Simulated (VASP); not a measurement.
# CuSbS3 (Cmcm) in VASP: single point with PBEsol

Aim: the single point of CuSbS3 with PBEsol.

All numbers are computed with VASP 6.6.1; they aren't measurements. Logs are shortened: lines on timing, memory, paths and dates and some standing lists are left out, and cuts for length are marked.

### Step 1. The cell of the first run

Symmetry: Cmcm, No. 63, orthorhombic system. Conventional cell: a = 3.469 Å, b = 11.223 Å, c = 9.576 Å, α = 90.00°, β = 90.00°, γ = 90.00°. Within 3.0 Å of Cu (site symmetry m2m) lie 6 S at 2.30 to 2.61 Å. Within 3.4 Å of Sb (site symmetry 2/m) lie 6 S at 2.55 to 2.72 Å. Within 3.0 Å of S (site symmetry m2m) lie 2 Cu at 2.30 Å and 2 Sb at 2.72 Å. S (site symmetry m) has 2 Sb at 2.55 Å and 3 Cu at 2.61 to 3.39 Å and 4 S at 3.08 to 3.26 Å within 3.4 Å.

### Step 2. Single point, PBEsol

Contents of INCAR:

```
PREC = Accurate ; ENCUT = 520
EDIFF = 1E-7 ; ISMEAR = -1
SIGMA = 0.03 ; LREAL = F
LASPH = T ; NELM = 80
ALGO = Normal ; ISIF = 2
LWAVE = F ; LCHARG = T
GGA = PS ; LELF = T
LVHAR = T ; NBANDS = 45
```

Contents of KPOINTS:

```
Automatic mesh
0
Gamma
  6 6 2
```

Contents of POSCAR:

```
CuSbS3
1.0
    1.7343214693     -5.6113166489      0.0000000000
    1.7343214693      5.6113166489      0.0000000000
    0.0000000000      0.0000000000      9.5764646239
Cu Sb S
2 2 6
Direct
    0.2513163641      0.7486836359      0.7500000000
    0.7486836359      0.2513163641      0.2500000000
    0.0000000000      0.0000000000      0.0000000000
    0.0000000000      0.0000000000      0.5000000000
    0.8855498334      0.1144501666      0.7500000000
    0.1144501666      0.8855498334      0.2500000000
    0.3498677821      0.6501322179      0.0843039689
    0.6501322179      0.3498677821      0.9156960311
    0.3498677821      0.6501322179      0.4156960311
    0.6501322179      0.3498677821      0.5843039689
```

Potentials or basis: VASP PAW PBE potentials, release 64 (Cu, Sb, S).

Command:

```
> cat potpaw_PBE.64/Cu/POTCAR potpaw_PBE.64/Sb/POTCAR potpaw_PBE.64/S/POTCAR > POTCAR
> mpirun -np 1 vasp_std > vasp.out
```

OUTCAR:

```text
PREC = Accurate
   ENCUT = 520
   EDIFF = 1E-7
   ISMEAR = -1
   LREAL = F
   LASPH = T
   NELM = 80
   ISIF = 2
   GGA = PS

 ion  position               nearest neighbor table
   1  0.251  0.749  0.750-   5 2.30   5 2.30  10 2.61   8 2.61   8 2.61  10 2.61
   2  0.749  0.251  0.250-   6 2.30   6 2.30   7 2.61   7 2.61   9 2.61   9 2.61
   3  0.000  0.000  0.000-   8 2.55   7 2.55   8 2.55   7 2.55   5 2.72   6 2.72
   4  0.000  0.000  0.500-  10 2.55   9 2.55  10 2.55   9 2.55   5 2.72   6 2.72
   5  0.886  0.114  0.750-   1 2.30   1 2.30   4 2.72   3 2.72
   6  0.114  0.886  0.250-   2 2.30   2 2.30   4 2.72   3 2.72
   7  0.350  0.650  0.084-   3 2.55   3 2.55   2 2.61   2 2.61
   8  0.650  0.350  0.916-   3 2.55   3 2.55   1 2.61   1 2.61
   9  0.350  0.650  0.416-   4 2.55   4 2.55   2 2.61   2 2.61
  10  0.650  0.350  0.584-   4 2.55   4 2.55   1 2.61   1 2.61

  LATTYP: Found a base centered orthorhombic cell.
 ALAT       =     3.4686429386
 B/A-ratio  =     3.2354536043
 C/A-ratio  =     2.7608678072

  Lattice vectors:

 A1 = (   1.7343214693,  -5.6113166489,   0.0000000000)
 A2 = (   1.7343214693,   5.6113166489,   0.0000000000)
 A3 = (   0.0000000000,   0.0000000000,   9.5764646239)

Analysis of symmetry for initial positions (statically):
=====================================================================
 Subroutine PRICEL returns:
 Original cell was already a primitive cell.

 Routine SETGRP: Setting up the symmetry group for a
 base centered orthorhombic supercell.

 Subroutine GETGRP returns: Found  8 space group operations
 (whereof  4 operations were pure point group operations)
 out of a pool of  8 trial point group operations.

The static configuration has the point symmetry C_2h.
 The point group associated with its full space group is D_2h.

Analysis of symmetry for dynamics (positions and initial velocities):
=====================================================================
 Subroutine PRICEL returns:
 Original cell was already a primitive cell.

 Routine SETGRP: Setting up the symmetry group for a
 base centered orthorhombic supercell.

 Subroutine GETGRP returns: Found  8 space group operations
 (whereof  4 operations were pure point group operations)
 out of a pool of  8 trial point group operations.

The dynamic configuration has the point symmetry C_2h.
 The point group associated with its full space group is D_2h.

 Subroutine INISYM returns: Found  8 space group operations
 (whereof  4 operations are pure point group operations),
 and found     1 'primitive' translations

----------------------------------------------------------------------------------------

                                     Primitive cell

  volume of cell :     186.3930

  direct lattice vectors                    reciprocal lattice vectors
     1.734321469 -5.611316649  0.000000000     0.288297186 -0.089105647  0.000000000
     1.734321469  5.611316649  0.000000000     0.288297186  0.089105647  0.000000000
     0.000000000  0.000000000  9.576464624     0.000000000  0.000000000  0.104422669

  length of vectors
     5.873222752  5.873222752  9.576464624     0.301753350  0.301753350  0.104422669

  position of ions in fractional coordinates (direct lattice)
     0.251316364  0.748683636  0.750000000
     0.748683636  0.251316364  0.250000000
     0.000000000  0.000000000  0.000000000
     0.000000000  0.000000000  0.500000000
     0.885549833  0.114450167  0.750000000
     0.114450167  0.885549833  0.250000000
     0.349867782  0.650132218  0.084303969
     0.650132218  0.349867782  0.915696031
     0.349867782  0.650132218  0.415696031
     0.650132218  0.349867782  0.584303969

  ion indices of the primitive-cell ions
   primitive index   ion index
                 1           1
                 2           2
                 3           3
                 4           4
                 5           5
                 6           6
                 7           7
                 8           8
                 9           9
                10          10

----------------------------------------------------------------------------------------

 KPOINTS: Automatic mesh

Automatic generation of k-mesh.
 Grid dimensions read from file:
 generate k-points for:    6    6    2

 Generating k-lattice:

  Cartesian coordinates                     Fractional coordinates (reciprocal lattice)
     0.048049531 -0.014850941  0.000000000     0.166666667 -0.000000000  0.000000000
     0.048049531  0.014850941  0.000000000    -0.000000000  0.166666667  0.000000000
     0.000000000  0.000000000  0.052211335     0.000000000  0.000000000  0.500000000

  Length of vectors
     0.050292225  0.050292225  0.052211335

  Shift w.r.t. Gamma in fractional coordinates (k-lattice)
     0.000000000  0.000000000  0.000000000

 Subroutine IBZKPT returns following result:
 ===========================================

 Found     26 irreducible k-points:

 Following reciprocal coordinates:
            Coordinates               Weight
  0.000000  0.000000  0.000000      1.000000
  0.166667  0.000000  0.000000      4.000000
  0.333333  0.000000  0.000000      4.000000
  0.500000  0.000000  0.000000      2.000000
  0.166667  0.166667  0.000000      2.000000
  0.333333  0.166667  0.000000      4.000000
[... 16 lines left out ...]
  0.333333  0.333333  0.500000      2.000000
  0.500000  0.333333  0.500000      4.000000
 [... further k-points ...]
   k-points           NKPTS =     26   k-points in BZ     NKDIM =     26   number of bands    NBANDS=     45
   number of dos      NEDOS =    301   number of ions     NIONS =     10
   total plane-waves  NPLWV = 165888
   dimension x,y,z NGX =    48 NGY =   48 NGZ =   72
   dimension x,y,z NGXF=    96 NGYF=   96 NGZF=  144
   ions per type =               2   2   6
   NGX,Y,Z   is equivalent  to a cutoff of  13.59, 13.59, 12.50 a.u.
   NGXF,Y,Z  is equivalent  to a cutoff of  27.17, 27.17, 25.00 a.u.
 SYSTEM =  unknown system
   PREC   = accura    normal or accurate (medium, high low for compatibility)
   ISTART =      0    job   : 0-new  1-cont  2-samecut
   ICHARG =      2    charge: 1-file 2-atom 10-const
   ISPIN  =      1    spin polarized calculation?
   LNONCOLLINEAR =      F non collinear calculations
   LSORBIT =      F    spin-orbit coupling
   LASPH  =      T    aspherical Exc in radial PAW
   ENCUT  =  520.0 eV  38.22 Ry    6.18 a.u.  10.92 10.92 17.81*2*pi/ulx,y,z
   NELM   =     80;   NELMIN=  2; NELMDL= -5     # of ELM steps
   EDIFF  = 0.1E-06   stopping-criterion for ELM
   LREAL  =      F    real-space projection
   EDIFFG = 0.1E-05   stopping-criterion for IOM
   NSW    =      0    number of steps for IOM
   IBRION =     -1    ionic relax: 0-MD 1-quasi-New 2-CG
   NFREE  =      0    steps in history (QN), initial steepest desc. (CG)
   ISIF   =      2    stress and relaxation
   ISYM   =      2    0-nonsym 1-usesym 2-fastsym
   POTIM  = 0.5000    time-step for ionic-motion
   TEBEG  =    0.0;   TEEND  =   0.0 temperature during run
   PSTRESS=    0.0 pullay stress
   NELECT =      68.0000    total number of electrons
   NUPDOWN=      -1.0000    fix difference up-down
   EMIN   =  10.00;   EMAX   =-10.00  energy-range for DOS
   EFERMI =   0.00;   METHOD = LEGACY
   ISMEAR =    -1;   SIGMA  =   0.03  broadening in eV -4-tet -1-fermi 0-gaus
   EFERMI_NEDOS =   21; number of points for ismear=-14 and -15
   IALGO  =     38    algorithm
   IMIX   =      4    mixing-type and parameters
     AMIX     =   0.40;   BMIX     =  1.00
     AMIX_MAG =   1.60;   BMIX_MAG =  1.00
  volume/ion in A,a.u.               =      18.64       125.78
  Fermi-wavevector in a.u.,A,eV,Ry     =   1.169772  2.210549 18.617761  1.368367
  Thomas-Fermi vector in A             =   2.306240
   LORBIT       =      0    0 simple, 1 ext, 2 COOP (PROOUT), +10 PAW based schemes
   GGA     = PS    functional components
   LHFCALC =     F    Hartree Fock is set to
   AEXX    =    0.0000 exact exchange contribution
   IVDW    =     0    specifies the selected vdW correction
   LEPSILON=     F    determine dielectric tensor
   LRPA    =     F    only Hartree local field effects (RPA)
 non-spin polarized calculation
  energy-cutoff  :      520.00
  volume of cell :      186.39
 maximum number of plane-waves:      5052
 NGX is ok and might be reduce to    48
   NGX = 21   NGY = 21   NGZ = 35

 number of electron      68.0000022 magnetization

 Free energy of the ion-electron system (eV)
  ---------------------------------------------------
  ext. energy  EPLUGINS =         0.00000000
  ---------------------------------------------------
  free energy    TOTEN  =       -44.05204339 eV

  energy without entropy =      -44.03526697  energy(sigma->0) =      -44.04365518

 E-fermi :   6.4277     XC(G=0): -10.6214

 val. band max:        6.3984294032   @ k =   0.5000   0.0000   0.5000
 cond. band min:       6.4421769874   @ k =   0.3333   0.0000   0.5000
 fundamental gap:      0.0437475842
 Fermi energy:         6.4277445201

 k-point     1 :       0.0000    0.0000    0.0000
  band No.  band energies     occupation
      1      -8.6440      2.00000
      2      -7.8989      2.00000
      3      -7.0577      2.00000
      4      -6.2058      2.00000
      5      -5.9945      2.00000
      6      -5.8507      2.00000
[... 37 lines left out ...]
     44      11.8957      0.00000
     45      12.2014      0.00000

 k-point     2 :       0.1667    0.0000    0.0000
  band No.  band energies     occupation
      1      -8.3555      2.00000
      2      -7.6034      2.00000
      3      -6.8810      2.00000
      4      -6.1260      2.00000
      5      -5.8543      2.00000
      6      -5.7902      2.00000
[... 1048 lines left out ...]
 k-point    24 :       0.5000    0.3333    0.5000
  band No.  band energies     occupation
      1      -7.6194      2.00000
      2      -7.6194      2.00000
      3      -6.9185      2.00000
      4      -6.9185      2.00000
      5      -6.1126      2.00000
      6      -6.1126      2.00000
[... 37 lines left out ...]
     44      11.8242      0.00000
     45      12.4299      0.00000

 [... further k-points ...]

------------------------ aborting loop because EDIFF is reached ----------------------------------------

  FORCE on cell =-STRESS in cart. coord.  units (eV):
  Direction    XX          YY          ZZ          XY          YZ          ZX
  --------------------------------------------------------------------------------------
  -------------------------------------------------------------------------------------
  Total        0.0523427     -0.0037418     -0.0676729      0.0000000      0.0000000      0.0000000
  in kB        0.4499219     -0.0321634     -0.5816955      0.0000000      0.0000000      0.0000000
  external PRESSURE =      -0.0546456 kB  Pullay stress =       0.0000000 kB

 VOLUME and BASIS-vectors are now :
 -----------------------------------------------------------------------------
  energy-cutoff  :      520.00
  volume of cell :      186.39
      direct lattice vectors                 reciprocal lattice vectors
     1.734321469 -5.611316649  0.000000000     0.288297186 -0.089105647  0.000000000
     1.734321469  5.611316649  0.000000000     0.288297186  0.089105647  0.000000000
     0.000000000  0.000000000  9.576464624     0.000000000  0.000000000  0.104422669

 POSITION                                       TOTAL-FORCE (eV/Angst)
 -----------------------------------------------------------------------------------
      1.73432      2.79089      7.18235         0.000000      0.011229      0.000000
      1.73432     -2.79089      2.39412         0.000000     -0.011229      0.000000
      0.00000      0.00000      0.00000        -0.000000      0.000000      0.000000
      0.00000      0.00000      4.78823         0.000000      0.000000      0.000000
      1.73432     -4.32688      7.18235         0.000000     -0.034905      0.000000
      1.73432      4.32688      2.39412         0.000000      0.034905      0.000000
      1.73432      1.68488      0.80733         0.000000     -0.010795     -0.016339
      1.73432     -1.68488      8.76913         0.000000      0.010795      0.016339
      1.73432      1.68488      3.98090         0.000000     -0.010795      0.016339
      1.73432     -1.68488      5.59557         0.000000      0.010795     -0.016339
 -----------------------------------------------------------------------------------
    total drift:                               -0.000000     -0.000000      0.000000

  FREE ENERGIE OF THE ION-ELECTRON SYSTEM (eV)
  ---------------------------------------------------
  free  energy   TOTEN  =       -44.0520433895 eV

  energy  without entropy=      -44.0352669738  energy(sigma->0) =      -44.04365518
```

It took 10 min on 1 thread of Intel Xeon Platinum 8488C (Sapphire Rapids), shared host; peak memory 0.5 GiB.

What came out:

```
Free energy            : -44.0520 eV
Pressure               : 0.0 GPa
Largest force          : 0.035 eV/Å
Band gap on the k mesh : zero (band 34 reaches 6.82 eV, above the bottom of band 35 at 6.20 eV)
```

Forces in eV/Å, atoms in the order of the input:
```
Cu   0.000  0.011  0.000
Cu   0.000 -0.011  0.000
Sb   0.000  0.000  0.000
Sb   0.000  0.000  0.000
S    0.000 -0.035  0.000
S    0.000  0.035  0.000
S    0.000 -0.011 -0.016
S    0.000  0.011  0.016
S    0.000 -0.011  0.016
S    0.000  0.011 -0.016
```

Caveat: the PAW data sets were made with another functional, which shifts forces and pressure a little; spin-orbit coupling is left out, which moves the levels of the heavy elements. With open d or f shells a metallic result of PBEsol can be an artefact of self-interaction; +U or a hybrid may open a gap.
